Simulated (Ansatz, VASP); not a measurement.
## Two plane-wave programs on SnO2

```
CELL_PARAMETERS angstrom
4.73800 -0.04738 0.00000
-0.04738 4.73800 0.00000
0.00000 0.00000 3.18650
ATOMIC_POSITIONS crystal
Sn 0.50000 0.50000 0.50000
Sn 0.00000 0.00000 0.00000
O 0.80710 0.19290 0.50000
O 0.69290 0.69290 0.00000
O 0.19290 0.80710 0.50000
O 0.30710 0.30710 0.00000
```

Alike in both runs: task single point; functional PBE; k mesh 5 × 5 × 7; occupations fermi-dirac, width 0.05 eV; no spin polarisation.

```csv
,VASP,Ansatz
version,VASP 6.6.1,Ansatz 0.2.0
potentials or method,"VASP PAW PBE potentials, release 64 (Sn_d, O)",Ansatz PAW
plane-wave cutoff (eV),520,420
valence electrons in the cell,52,52
```

```csv
,VASP,Ansatz,Ansatz less VASP
gap on the k mesh at the Fermi level (eV),1.27,1.28,+0.010
least direct gap on the mesh (eV),1.27,1.28,+0.010
pressure (GPa),11.9,11.2,-0.70
"traceless stress, the component that is largest in VASP (GPa)",4.22,4.20,-0.020
rms of the force components (eV/Å),0.138,0.129,-0.0090
```

Atom by atom the forces differ by 0.009 eV/Å (rms over components).

Noted on Ansatz's run: odd divisions of the mesh miss points on the zone boundary, where band edges often lie, so the gap on the mesh can be too wide.
